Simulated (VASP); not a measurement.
**B12HN12 (a cell with a defect): single point with PBE+D3(BJ)**

B12HN12 (a cell with a defect):

```
CELL_PARAMETERS angstrom
-3.76153 -3.33948 -4.33766
3.76153 -3.33948 4.33766
-3.76153 3.33948 4.33766
ATOMIC_POSITIONS crystal
B 0.16236 0.74569 0.91682
B 0.00711 0.00306 0.00137
B 0.32195 0.49226 0.82290
B 0.84889 0.26582 0.08533
B 0.64034 0.46835 0.16704
B 0.17142 0.25438 0.41638
B 0.48256 0.73805 0.25533
B 0.33447 0.00008 0.33599
B 0.00057 0.50169 0.49806
B 0.82935 0.74554 0.58306
B 0.68958 0.02193 0.66722
B 0.50373 0.25231 0.75052
N 0.16531 0.08061 0.25085
N 0.00830 0.34121 0.33357
N 0.32637 0.82628 0.16749
N 0.81972 0.57105 0.41424
N 0.67089 0.83737 0.49959
N 0.16945 0.58675 0.74853
N 0.51261 0.09403 0.58540
N 0.33742 0.33665 0.66659
N 0.99710 0.82945 0.83274
N 0.87639 0.12304 0.91965
N 0.66191 0.32824 0.00090
N 0.42989 0.51935 0.07772
H 0.22173 0.36313 0.02726
```

| Item | Value |
| --- | --- |
| Program | VASP 6.6.1 |
| Task | single point |
| Functional | PBE |
| Dispersion | D3(BJ) |
| Potentials or basis | VASP PAW PBE potentials, release 64 (B, N, H) |
| Cutoff | 520 eV |
| k mesh | 2 × 2 × 2, shifted |
| Occupations | gaussian, width 0.02 eV |
| Spin | no spin polarisation |
| Dipole correction | no |
| Charge | 1 |
| Further INCAR settings | LREAL = Auto; ALGO = Normal; EDIFF = 1e-06; NBANDS = 66; NELECT = 96.0 |

```json
{"Largest force": "1.116 eV/Å", "Dispersion energy per atom": "-0.140 eV"}
```

Forces in eV/Å, atoms in the order of the input:
```
B    0.043 -0.018  0.009
B    0.101  0.057  0.035
B    0.117 -0.074 -0.068
B    0.004  0.108 -0.056
B   -0.054  0.022 -0.041
B    0.029  0.002 -0.018
B    0.016 -0.040  0.107
B    0.044 -0.035  0.020
B    0.030 -0.018 -0.028
B    0.012  0.015  0.016
B    0.007  0.156  0.043
B    0.012  0.020 -0.006
N    0.051 -0.036 -0.010
N    0.038 -0.011 -0.003
N    0.029 -0.020  0.000
N    0.027 -0.005 -0.003
N    0.018  0.017 -0.040
N    0.017 -0.012  0.019
N    0.056  0.031  0.001
N    0.020 -0.022  0.014
N    0.013 -0.016 -0.007
N    0.133  0.557 -0.016
N    0.049 -0.001  0.008
N   -0.004  0.088  0.010
H   -0.810 -0.767  0.012
```

Levels at points of the mesh, in eV from the Fermi level:
| k point | band 44 | band 45 | band 46 | band 47 | band 48 | band 49 | band 50 | band 51 | band 52 | band 53 |
| --- | --- | --- | --- | --- | --- | --- | --- | --- | --- | --- |
| (0.25, 0.25, 0.25) | -1.61 | -1.39 | -1.18 | -1.08 | -1.04 | 4.14 | 4.79 | 5.05 | 5.14 | 5.52 |

Run time: 3.5 min on 1 thread of AMD EPYC 7R43 64-Core Processor (Zen 3) (shared host), peak memory 0.32 GiB.

Caveat: the k points lie up to 0.59 Å⁻¹ apart; the cell carries a net charge on a neutralising background, which shifts energy and pressure; the cell is charged against a uniform background, so pressure and absolute levels hang on convention.
